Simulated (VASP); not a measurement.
The system is Al3Sb2P.

```
CELL_PARAMETERS angstrom
3.41810 0.00000 0.00000
0.00000 3.41810 0.00000
0.00000 0.00000 10.21912
ATOMIC_POSITIONS crystal
Al 0.50000 0.50000 0.18374
Al 0.50000 0.50000 0.50000
Al 0.50000 0.50000 0.81625
Sb 0.00000 0.00000 0.33426
Sb 0.00000 0.00000 0.66574
P 0.00000 0.00000 0.00000
```

* Program: VASP 6.6.1
* Task: relaxation of cell and atoms
* Functional: PBE
* Potentials or basis: VASP PAW PBE potentials, release 64 (Al, Sb, P)
* Cutoff: 600 eV
* k mesh: 6 × 6 × 2
* Occupations: gaussian, width 0.1 eV
* Spin: no spin polarisation

At the start: pressure 3.3 GPa; volume 19.90 Å³/atom.

Problem. Where does the relaxation end?

Solution. Over 17 steps the energy falls by 224.6 meV/atom and the volume is 19.92 Å³/atom (+0.1 %); space group P4/mmm (No. 123, to 0.05 Å).

The path:
| step | energy change (eV) | largest force (eV/Å) | pressure (GPa) | volume (Å³) |
| --- | --- | --- | --- | --- |
| 1 | 0.0000 | 1.7258 | 3.33 | 119.39 |
| 2 | -0.2851 | 1.2693 | -1.59 | 126.69 |
| 3 | -0.3306 | 1.0966 | -3.62 | 131.18 |
| 4 | -0.6003 | 1.0137 | -3.06 | 128.11 |
| 5 | -1.0181 | 0.4673 | 1.14 | 119.12 |
| 6 | -1.0226 | 0.4390 | -0.55 | 121.52 |
| 7 | -1.0382 | 0.4217 | 0.14 | 120.42 |
| 8 | -1.1560 | 0.3657 | 0.46 | 119.62 |
| 9 | -1.2415 | 1.1392 | 2.54 | 116.72 |
| 10 | -1.2869 | 0.5970 | 1.34 | 118.01 |
| 11 | -1.3182 | 0.1116 | -1.52 | 122.35 |
| 12 | -1.3403 | 0.1184 | -0.67 | 120.69 |
| 13 | -1.3432 | 0.0609 | 0.36 | 118.78 |
| 14 | -1.3446 | 0.0836 | -0.03 | 119.46 |
| 15 | -1.3466 | 0.0577 | 0.16 | 119.07 |
| 16 | -1.3468 | 0.0492 | 0.25 | 118.90 |
| 17 | -1.3477 | 0.0084 | -0.17 | 119.54 |

Final structure:
```cif
data_structure
_symmetry_space_group_name_H-M 'P 1'
_symmetry_Int_Tables_number 1
_cell_length_a 3.3399
_cell_length_b 3.3399
_cell_length_c 10.7166
_cell_angle_alpha 90.000
_cell_angle_beta 90.000
_cell_angle_gamma 90.000
_cell_volume 119.54
loop_
_atom_site_label
_atom_site_type_symbol
_atom_site_fract_x
_atom_site_fract_y
_atom_site_fract_z
_atom_site_occupancy
Al1 Al 0.50000 0.50000 0.12579 1
Al2 Al 0.50000 0.50000 0.50000 1
Al3 Al 0.50000 0.50000 0.87421 1
Sb1 Sb 0.00000 0.00000 0.32060 1
Sb2 Sb 0.00000 0.00000 0.67940 1
P1 P 0.00000 0.00000 0.00000 1
```
